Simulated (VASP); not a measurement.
Crystal: Ir.

```
CELL_PARAMETERS angstrom
2.66884 0.00000 0.00000
-1.33442 2.31128 0.00000
0.00000 0.00000 4.59616
ATOMIC_POSITIONS crystal
Ir 0.66667 0.33333 0.75000
Ir 0.33333 0.66667 0.25000
```

This cell differs from its parent crystal: strain -0.030 along x and y, +0.030 along z.

Base run:

| Property | Result |
| --- | --- |
| Program | VASP 6.6.1 |
| Functional | PBEsol |
| Potentials or basis | VASP PAW PBE potentials, release 64 (Ir_sv_GW) |
| Cutoff | 500 eV |
| k mesh | 18 × 18 × 12 |
| Occupations | gaussian, width 0.15 eV |
| Spin | no spin polarisation |

Its results: band gap on the k mesh zero (band 17 reaches 14.12 eV, above the bottom of band 18 at 10.41 eV); pressure -3.4 GPa.

The run is repeated on the same cell with these changes: potentials or basis from VASP PAW PBE potentials, release 64 (Ir_sv_GW) to VASP PAW PBE potentials, release 64 (Ir); cutoff from 500 eV to 520 eV; further incar settings from ALGO = Normal; EDIFF = 1e-06; NBANDS = 24 to ALGO = Normal; EDIFF = 1e-07; NBANDS = 16; valence electrons from 34 to 18. What comes out?

Band gap on the k mesh zero (band 9 reaches 11.63 eV, above the bottom of band 10 at 7.92 eV); pressure 0.7 GPa.

Caveats: the PAW data sets were made with another functional, which shifts forces and pressure a little; spin-orbit coupling is left out, which moves the levels of the heavy elements.
